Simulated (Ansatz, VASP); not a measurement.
## SnO2 in VASP and in Ansatz

```
CELL_PARAMETERS angstrom
3.27593 0.00000 0.00000
-1.63797 2.83704 0.00000
0.00000 0.00000 10.12722
ATOMIC_POSITIONS crystal
Sn 0.00000 0.00000 0.50000
Sn 0.00000 0.00000 0.00000
O 0.66667 0.33333 0.40179
O 0.66667 0.33333 0.09821
O 0.33333 0.66667 0.59821
O 0.33333 0.66667 0.90179
```

Alike in both runs: task single point; functional PBE; dispersion D3(BJ); k mesh 12 × 12 × 4; occupations gaussian, width 0.05 eV; no spin polarisation.

|  | VASP | Ansatz |
| --- | --- | --- |
| version | VASP 6.6.1 | Ansatz 0.2.0 |
| potentials or method | VASP PAW PBE potentials, release 64 (Sn_d, O), cutoff 520 eV | scalar-relativistic, plane waves, PAW |
| valence electrons in the cell | 52 | 52 |

```csv
,VASP,Ansatz,Ansatz less VASP
gap on the k mesh at the Fermi level (eV),1.63,1.65,+0.025
least direct gap on the mesh (eV),1.98,1.99,+0.018
pressure (GPa),-4.1,-4.6,-0.50
"traceless stress, the component that is largest in VASP (GPa)",3.86,4.20,+0.347
rms of the force components (eV/Å),0.040,0.062,+0.0228
```

Atom by atom the forces differ by 0.023 eV/Å (rms over components).
